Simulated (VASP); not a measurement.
# Cr (Fm-3m) in VASP: further runs

The runs below take Cr through single point, relaxation of cell and atoms, with PBEsol.

Everything below comes from runs of VASP 6.6.1. Logs are shortened: lines on timing, memory, paths and dates and some standing lists are left out, and cuts for length are marked.

**1. The cell of the first run**

It takes space group Fm-3m (No. 225, cubic). The conventional cell has a = 3.716 Å, b = 3.716 Å, c = 3.716 Å, α = 90.00°, β = 90.00°, γ = 90.00°. Within 3.5 Å of Cr (site symmetry m-3m) lie 12 Cr at 2.63 Å.

This isn't the form of Cr at room conditions, which is bcc.

**2. Single point, PBEsol, collinear spin, ferromagnetic start (12.83 Å³/atom)**

Input file INCAR:

```
PREC = Accurate ; ENCUT = 520
EDIFF = 1E-6 ; ISMEAR = -1
SIGMA = 0.05 ; LREAL = F
LASPH = T ; NELM = 150
ALGO = Normal ; ISIF = 2
LWAVE = F ; LCHARG = T
ISPIN = 2 ; MAGMOM = 1.5
LORBIT = 11 ; LMAXMIX = 4
GGA = PS ; LELF = T
LVHAR = T ; NBANDS = 16
```

Input file KPOINTS:

```
Automatic mesh
0
Gamma
  17 17 17
```

Input file POSCAR:

```
Cr
1.0
    0.0000000000      1.8581583921      1.8581583921
    1.8581583921      0.0000000000      1.8581583921
    1.8581583921      1.8581583921      0.0000000000
Cr
1
Direct
    0.0000000000      0.0000000000      0.0000000000
```

Potentials or basis: VASP PAW PBE potentials, release 64 (Cr_pv).

The run is started by

```bash
> cat potpaw_PBE.64/Cr_pv/POTCAR > POTCAR
> mpirun -np 1 vasp_std > vasp.out
```

OUTCAR:

```text
PREC = Accurate
   ENCUT = 520
   EDIFF = 1E-6
   ISMEAR = -1
   LREAL = F
   LASPH = T
   NELM = 150
   ISIF = 2
   ISPIN = 2
   LORBIT = 11
   GGA = PS

 ion  position               nearest neighbor table
   1  0.000  0.000  0.000-

  LATTYP: Found a face centered cubic cell.
 ALAT       =     3.7163167842

  Lattice vectors:

 A1 = (   0.0000000000,   1.8581583921,   1.8581583921)
 A2 = (   1.8581583921,   0.0000000000,   1.8581583921)
 A3 = (   1.8581583921,   1.8581583921,   0.0000000000)

Analysis of symmetry for initial positions (statically):
=====================================================================
 Subroutine PRICEL returns:
 Original cell was already a primitive cell.

 Routine SETGRP: Setting up the symmetry group for a
 face centered cubic supercell.

 Subroutine GETGRP returns: Found 48 space group operations
 (whereof 48 operations were pure point group operations)
 out of a pool of 48 trial point group operations.

The static configuration has the point symmetry O_h .

Analysis of symmetry for dynamics (positions and initial velocities):
=====================================================================
 Subroutine PRICEL returns:
 Original cell was already a primitive cell.

 Routine SETGRP: Setting up the symmetry group for a
 face centered cubic supercell.

 Subroutine GETGRP returns: Found 48 space group operations
 (whereof 48 operations were pure point group operations)
 out of a pool of 48 trial point group operations.

The dynamic configuration has the point symmetry O_h .

Analysis of structural, dynamic, and magnetic symmetry:
=====================================================================
 Subroutine PRICEL returns:
 Original cell was already a primitive cell.

 Routine SETGRP: Setting up the symmetry group for a
 face centered cubic supercell.

 Subroutine GETGRP returns: Found 48 space group operations
 (whereof 48 operations were pure point group operations)
 out of a pool of 48 trial point group operations.

The overall configuration has the point symmetry O_h .

 Subroutine INISYM returns: Found 48 space group operations
 (whereof 48 operations are pure point group operations),
 and found     1 'primitive' translations

----------------------------------------------------------------------------------------

                                     Primitive cell

  volume of cell :      12.8315

  direct lattice vectors                    reciprocal lattice vectors
     0.000000000  1.858158392  1.858158392    -0.269083627  0.269083627  0.269083627
     1.858158392  0.000000000  1.858158392     0.269083627 -0.269083627  0.269083627
     1.858158392  1.858158392  0.000000000     0.269083627  0.269083627 -0.269083627

  length of vectors
     2.627832799  2.627832799  2.627832799     0.466066514  0.466066514  0.466066514

  position of ions in fractional coordinates (direct lattice)
     0.000000000  0.000000000  0.000000000

  ion indices of the primitive-cell ions
   primitive index   ion index
                 1           1

----------------------------------------------------------------------------------------

 KPOINTS: Automatic mesh

Automatic generation of k-mesh.
 Grid dimensions read from file:
 generate k-points for:   17   17   17

 Generating k-lattice:

  Cartesian coordinates                     Fractional coordinates (reciprocal lattice)
    -0.015828449  0.015828449  0.015828449     0.058823529  0.000000000  0.000000000
     0.015828449 -0.015828449  0.015828449     0.000000000  0.058823529  0.000000000
     0.015828449  0.015828449 -0.015828449     0.000000000  0.000000000  0.058823529

  Length of vectors
     0.027415677  0.027415677  0.027415677

  Shift w.r.t. Gamma in fractional coordinates (k-lattice)
     0.000000000  0.000000000  0.000000000

 Subroutine IBZKPT returns following result:
 ===========================================

 Found    165 irreducible k-points:

 Following reciprocal coordinates:
            Coordinates               Weight
  0.000000  0.000000  0.000000      1.000000
  0.058824  0.000000  0.000000      8.000000
  0.117647  0.000000  0.000000      8.000000
  0.176471  0.000000  0.000000      8.000000
  0.235294  0.000000  0.000000      8.000000
  0.294118  0.000000  0.000000      8.000000
[... 16 lines left out ...]
 -0.176471  0.058824  0.000000     24.000000
 -0.117647  0.058824  0.000000     24.000000
 [... further k-points ...]
   k-points           NKPTS =    165   k-points in BZ     NKDIM =    165   number of bands    NBANDS=     16
   number of dos      NEDOS =    301   number of ions     NIONS =      1
   total plane-waves  NPLWV =   8000
   dimension x,y,z NGX =    20 NGY =   20 NGZ =   20
   dimension x,y,z NGXF=    40 NGYF=   40 NGZF=   40
   ions per type =               1
   NGX,Y,Z   is equivalent  to a cutoff of  12.65, 12.65, 12.65 a.u.
   NGXF,Y,Z  is equivalent  to a cutoff of  25.31, 25.31, 25.31 a.u.
 SYSTEM =  unknown system
   PREC   = accura    normal or accurate (medium, high low for compatibility)
   ISTART =      0    job   : 0-new  1-cont  2-samecut
   ICHARG =      2    charge: 1-file 2-atom 10-const
   ISPIN  =      2    spin polarized calculation?
   LNONCOLLINEAR =      F non collinear calculations
   LSORBIT =      F    spin-orbit coupling
   LASPH  =      T    aspherical Exc in radial PAW
   ENCUT  =  520.0 eV  38.22 Ry    6.18 a.u.   4.89  4.89  4.89*2*pi/ulx,y,z
   NELM   =    150;   NELMIN=  2; NELMDL= -5     # of ELM steps
   EDIFF  = 0.1E-05   stopping-criterion for ELM
   LREAL  =      F    real-space projection
   EDIFFG = 0.1E-04   stopping-criterion for IOM
   NSW    =      0    number of steps for IOM
   IBRION =     -1    ionic relax: 0-MD 1-quasi-New 2-CG
   NFREE  =      0    steps in history (QN), initial steepest desc. (CG)
   ISIF   =      2    stress and relaxation
   ISYM   =      2    0-nonsym 1-usesym 2-fastsym
   POTIM  = 0.5000    time-step for ionic-motion
   TEBEG  =    0.0;   TEEND  =   0.0 temperature during run
   PSTRESS=    0.0 pullay stress
   NELECT =      12.0000    total number of electrons
   NUPDOWN=      -1.0000    fix difference up-down
   EMIN   =  10.00;   EMAX   =-10.00  energy-range for DOS
   EFERMI =   0.00;   METHOD = LEGACY
   ISMEAR =    -1;   SIGMA  =   0.05  broadening in eV -4-tet -1-fermi 0-gaus
   EFERMI_NEDOS =   21; number of points for ismear=-14 and -15
   IALGO  =     38    algorithm
   IMIX   =      4    mixing-type and parameters
     AMIX     =   0.40;   BMIX     =  1.00
     AMIX_MAG =   1.60;   BMIX_MAG =  1.00
  volume/ion in A,a.u.               =      12.83        86.59
  Fermi-wavevector in a.u.,A,eV,Ry     =   1.600943  3.025343 34.871980  2.563018
  Thomas-Fermi vector in A             =   2.697999
   LORBIT       =     11    0 simple, 1 ext, 2 COOP (PROOUT), +10 PAW based schemes
   GGA     = PS    functional components
   LHFCALC =     F    Hartree Fock is set to
   AEXX    =    0.0000 exact exchange contribution
   IVDW    =     0    specifies the selected vdW correction
   LEPSILON=     F    determine dielectric tensor
   LRPA    =     F    only Hartree local field effects (RPA)
 spin polarized calculation
  energy-cutoff  :      520.00
  volume of cell :       12.83
 maximum number of plane-waves:       357
   NGX =  9   NGY =  9   NGZ =  9

 number of electron      11.9999990 magnetization       0.0002113

 Free energy of the ion-electron system (eV)
  ---------------------------------------------------
  ext. energy  EPLUGINS =         0.00000000
  ---------------------------------------------------
  free energy    TOTEN  =        -9.72732906 eV

  energy without entropy =       -9.70971200  energy(sigma->0) =       -9.71852053

 E-fermi :   9.1643     XC(G=0): -13.2154

 val. band max:        9.1522722270   @ k =   0.2353   0.1176   0.0000
 cond. band min:       9.1698746467   @ k =  -0.4706   0.1176   0.0588
 fundamental gap:      0.0176024197
 Fermi energy:         9.1643163357

 spin component 1

 k-point     1 :       0.0000    0.0000    0.0000
  band No.  band energies     occupation
      1     -33.1837      1.00000
      2     -33.1837      1.00000
      3     -33.1837      1.00000
      4       1.9127      1.00000
      5       8.7970      0.99936
      6       8.7970      0.99936
[... 8 lines left out ...]
     15      38.4257      0.00000
     16      38.4518      0.00000

 k-point     2 :       0.0588    0.0000    0.0000
  band No.  band energies     occupation
      1     -33.2068      1.00000
      2     -33.1867      1.00000
      3     -33.1867      1.00000
      4       2.0443      1.00000
      5       8.7371      0.99981
      6       8.8393      0.99850
[... 8 lines left out ...]
     15      38.1917      0.00000
     16      38.4868      0.00000
[... 387 lines left out ...]
      5       8.2432      1.00000
      6       9.0748      0.85706
[... 8 lines left out ...]
     15      35.9770      0.00000
     16      37.8177      0.00000

 k-point    24 :      -0.1176    0.0588    0.0000
  band No.  band energies     occupation
      1     -33.3124      1.00000
      2     -33.2166      1.00000
      3     -33.1946      1.00000
      4       2.7188      1.00000
      5       8.4460      1.00000
      6       9.0274      0.93929
[... 8 lines left out ...]
     15      36.5832      0.00000
     16      38.4077      0.00000

 [... further k-points ...]

 spin component 2

 k-point     1 :       0.0000    0.0000    0.0000
  band No.  band energies     occupation
      1     -33.1836      1.00000
      2     -33.1836      1.00000
      3     -33.1836      1.00000
      4       1.9127      1.00000
      5       8.7972      0.99935
      6       8.7972      0.99935
[... 8 lines left out ...]
     15      38.4257      0.00000
     16      38.4519      0.00000

 k-point     2 :       0.0588    0.0000    0.0000
  band No.  band energies     occupation
      1     -33.2066      1.00000
      2     -33.1865      1.00000
      3     -33.1865      1.00000
      4       2.0443      1.00000
      5       8.7373      0.99980
      6       8.8395      0.99849
[... 8 lines left out ...]
     15      38.1918      0.00000
     16      38.4869      0.00000
[... 387 lines left out ...]
      5       8.2434      1.00000
      6       9.0750      0.85658
[... 8 lines left out ...]
     15      35.9771      0.00000
     16      37.8178      0.00000

 k-point    24 :      -0.1176    0.0588    0.0000
  band No.  band energies     occupation
      1     -33.3122      1.00000
      2     -33.2165      1.00000
      3     -33.1944      1.00000
      4       2.7189      1.00000
      5       8.4462      1.00000
      6       9.0276      0.93906
[... 8 lines left out ...]
     15      36.5832      0.00000
     16      38.4078      0.00000

 [... further k-points ...]

------------------------ aborting loop because EDIFF is reached ----------------------------------------

  FORCE on cell =-STRESS in cart. coord.  units (eV):
  Direction    XX          YY          ZZ          XY          YZ          ZX
  --------------------------------------------------------------------------------------
  -------------------------------------------------------------------------------------
  Total       -1.8847118     -1.8847118     -1.8847118     -0.0000000      0.0000000     -0.0000000
  in kB     -235.3300200   -235.3300200   -235.3300200     -0.0000000      0.0000000     -0.0000000
  external PRESSURE =    -235.3300200 kB  Pullay stress =       0.0000000 kB

 VOLUME and BASIS-vectors are now :
 -----------------------------------------------------------------------------
  energy-cutoff  :      520.00
  volume of cell :       12.83
      direct lattice vectors                 reciprocal lattice vectors
     0.000000000  1.858158392  1.858158392    -0.269083627  0.269083627  0.269083627
     1.858158392  0.000000000  1.858158392     0.269083627 -0.269083627  0.269083627
     1.858158392  1.858158392  0.000000000     0.269083627  0.269083627 -0.269083627

 POSITION                                       TOTAL-FORCE (eV/Angst)
 -----------------------------------------------------------------------------------
      0.00000      0.00000      0.00000        -0.000000      0.000000      0.000000
 -----------------------------------------------------------------------------------
    total drift:                                0.000000      0.000000      0.000000

  FREE ENERGIE OF THE ION-ELECTRON SYSTEM (eV)
  ---------------------------------------------------
  free  energy   TOTEN  =        -9.7273290604 eV

  energy  without entropy=       -9.7097120030  energy(sigma->0) =       -9.71852053

 total charge

# of ion       s       p       d       tot
------------------------------------------
    1        0.405   6.334   4.117  10.857

 magnetization (x)

# of ion       s       p       d       tot
------------------------------------------
    1       -0.000   0.000   0.000   0.000
```

Run time: 29 s. Hardware: 1 thread of Intel Xeon 6975P-C (Granite Rapids), shared host; peak memory 0.16 GiB.

Results:

```
Free energy                                           : -9.7273 eV
Pressure                                              : -23.5 GPa
Band gap on the k mesh                                : zero (filled and empty bands overlap)
Net moment                                            : 0.00 μB per cell
Valence electrons inside the program's atomic spheres : Cr 10.86
```

Levels at points of the mesh, in eV from the Fermi level:
Spin up:
```csv
k point,band 3,band 4,band 5,band 6,band 7,band 8,band 9,band 10
"(0.00, 0.00, 0.00)",-42.35,-7.25,-0.37,-0.37,-0.37,1.18,1.18,7.43
```
Spin down:
```csv
k point,band 2,band 3,band 4,band 5,band 6,band 7,band 8,band 9,band 10,band 11
"(0.00, 0.00, 0.00)",-42.35,-42.35,-7.25,-0.37,-0.37,-0.37,1.18,1.18,7.43,19.32
```

Caveat: the cell stands under tension; an empty level that is flat over the whole mesh can mark a ghost state of the potentials, or a narrow d or f band; the PAW data sets were made with another functional, which shifts forces and pressure a little.

**3. Relaxation of cell and atoms, PBEsol, collinear spin, ferromagnetic start**

This run uses another cell than the first one, of 11.99 Å³/atom.

Input file INCAR:

```
PREC = Accurate
ENCUT = 600
EDIFF = 1E-7
ISMEAR = -1
SIGMA = 0.05
LREAL = False
LASPH = True
NELM = 150
ALGO = Normal
ISIF = 3
LWAVE = False
LCHARG = False
ISPIN = 2
MAGMOM = 1.5
LORBIT = 11
LMAXMIX = 4
GGA = PS
IBRION = 2
NSW = 80
EDIFFG = -0.01
```

Input file KPOINTS:

```
regular mesh
0
Gamma
  15 15 15
```

Input file POSCAR:

```
Cr
1.0
    0.0000000000      1.8167431579      1.8167431579
    1.8167431579      0.0000000000      1.8167431579
    1.8167431579      1.8167431579      0.0000000000
Cr
1
Direct
    0.0000000000      0.0000000000      0.0000000000
```

Potentials or basis: VASP PAW PBE potentials, release 64 (Cr_pv).

The run is started by

```bash
> cat potpaw_PBE.64/Cr_pv/POTCAR > POTCAR
> mpirun -np 1 vasp_std > vasp.out
```

Run time: 45 s. Hardware: 1 thread of Intel Xeon 6975P-C (Granite Rapids), shared host; peak memory 0.18 GiB.

Results (log left out):

```yaml
Free_energy: -9.8404 eV
Relaxed_volume: 11.43 Å³/atom
Relaxed_cell: a = 2.528 Å, b = 2.528 Å, c = 2.528 Å, α = 60.00°, β = 60.00°, γ = 60.00°
Space_group_after_relaxing_to_0.1_Å: Fm-3m (No. 225)
Energy_gained_by_relaxing: 20.8 meV/atom
Ionic_steps: 4
Pressure_after_relaxing: 0.0 GPa
Band_gap_on_the_k_mesh: zero (filled and empty bands overlap)
Net_moment: 0.00 μB per cell
Valence_electrons_inside_the_program's_atomic_spheres: Cr 11.09
```

The path:
```tsv
step	energy change (eV)	largest force (eV/Å)	pressure (GPa)	volume (Å³)
1	0.0000	0.0000	-11.27	11.99
2	0.0357	0.0000	23.05	10.59
3	-0.0207	0.0000	-0.26	11.44
4	-0.0208	0.0000	-0.02	11.43
```

Final structure:
```xyz
1
Lattice="0.0000 1.7877 1.7877 1.7877 0.0000 1.7877 1.7877 1.7877 0.0000" Properties=species:S:1:pos:R:3 pbc="T T T"
Cr    0.0000    0.0000    0.0000
```

Levels at points of the mesh, in eV from the Fermi level:
Spin up:
| k point | band 3 | band 4 | band 5 | band 6 | band 7 | band 8 | band 9 | band 10 |
| --- | --- | --- | --- | --- | --- | --- | --- | --- |
| (0.00, 0.00, 0.00) | -42.14 | -7.65 | -0.45 | -0.45 | -0.45 | 1.39 | 1.39 | 7.56 |
Spin down:
| k point | band 4 | band 5 | band 6 | band 7 | band 8 | band 9 |
| --- | --- | --- | --- | --- | --- | --- |
| (0.00, 0.00, 0.00) | -7.65 | -0.45 | -0.45 | -0.45 | 1.39 | 1.39 |

Caveat: an empty level that is flat over the whole mesh can mark a ghost state of the potentials, or a narrow d or f band; the PAW data sets were made with another functional, which shifts forces and pressure a little.

(Continued in part 2 of 2.)
